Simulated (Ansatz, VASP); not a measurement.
Two plane-wave programs on AlN

Contents of POSCAR:

```
AlN
1.0
    0.0000000000      2.0834685031      2.0834685031
    2.0834685031      0.0000000000      2.0834685031
    2.0834685031      2.0834685031      0.0000000000
Al N
1 1
Direct
    0.5000000000      0.5000000000      0.5000000000
    0.0000000000      0.0000000000      0.0000000000
```

File INCAR.step1:

```
PREC = Accurate
ENCUT = 660
ISMEAR = 0
SIGMA = 0.02
LREAL = False
LASPH = True
NELM = 120
NBANDS = 11
GGA = PE
ALGO = Normal
EDIFF = 1E-5
LWAVE = True
LCHARG = False
GGA_COMPAT = False
```

File INCAR.step2:

```
PREC = Accurate
ENCUT = 660
EDIFF = 1E-6
ISMEAR = 0
SIGMA = 0.02
LREAL = False
LASPH = True
NELM = 120
ALGO = Normal
ISIF = 2
LWAVE = False
LCHARG = False
METAGGA = R2SCAN
LMIXTAU = True
NBANDS = 11
ISTART = 1
GGA_COMPAT = False
```

File KPOINTS:

```
regular mesh
0
Gamma
  10 10 10
```

Input for Ansatz:

```yaml
crystal:
  lattice:
    - [0.0, 2.0834685031, 2.0834685031]
    - [2.0834685031, 0.0, 2.0834685031]
    - [2.0834685031, 2.0834685031, 0.0]
  atoms:
    - { symbol: Al, position: [0.5, 0.5, 0.5] }
    - { symbol: "N", position: [0.0, 0.0, 0.0] }
basis:
  ecutwfc: 500
kpoints:
  mp_grid: { grid: [10, 10, 10] }
hamiltonian:
  xc: r2scan
scf:
  occupations: { method: gaussian, width: 0.02 }
  lower_state_search: standard
output:
  forces: true
  eigenvalues: true
  stress: true
```

Alike in both runs: task single point; functional r2SCAN; k mesh 10 × 10 × 10; occupations gaussian, width 0.02 eV; no spin polarisation.

|  | VASP | Ansatz |
| --- | --- | --- |
| version | VASP 6.6.1 | Ansatz 0.2.0 |
| potentials or method | VASP PAW PBE potentials, release 64 (Al, N), cutoff 660 eV | scalar-relativistic, plane waves, PAW |
| valence electrons in the cell | 8 | 8 |

```csv
,VASP,Ansatz,Ansatz less VASP
gap on the k mesh at the Fermi level (eV),4.60,4.60,-0.003
pressure (GPa),-22.3,-21.6,+0.68
```

VASP's potentials were made for PBE, not for r2SCAN.
